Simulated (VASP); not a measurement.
The system is FeGe.

```xyz
6
Lattice="4.8956 0.0000 0.0000 -2.4478 4.2397 0.0000 0.0000 0.0000 4.0317" Properties=species:S:1:pos:R:3 pbc="T T T"
Ge    2.4478    1.4132    2.0159
Ge    0.0000    2.8265    2.0159
Ge    0.0000    0.0000    0.0000
Fe   -1.2239    2.1198    0.0000
Fe    1.2239    2.1198    0.0000
Fe    2.4478    0.0000    0.0000
```

Base run:

```yaml
Program: VASP 6.6.1
Functional: LDA
Potentials_or_basis: VASP PAW LDA potentials, release 64 (Ge_d, Fe)
Cutoff: 520 eV
k_mesh: 6 × 6 × 7
Occupations: fermi-dirac, width 0.05 eV
Spin: collinear spin, ferromagnetic start
Starting_moments: "[0.0, 0.0, 0.0, 3.0, 3.0, 3.0] μB"
```

Its results: pressure -6.5 GPa; net moment 3.67 μB per cell; site moments Ge -0.04, -0.06; Fe +1.26 μB.

The run is repeated on the same cell with these changes: functional from LDA to PBEsol; potentials or basis from VASP PAW LDA potentials, release 64 (Ge_d, Fe) to VASP PAW PBE potentials, release 64 (Ge_d, Fe). What comes out?

Pressure -1.5 GPa; net moment 4.02 μB per cell; site moments Ge -0.05, -0.08; Fe +1.40 μB.

Caveats: the PAW data sets were made with another functional, which shifts forces and pressure a little (some runs).
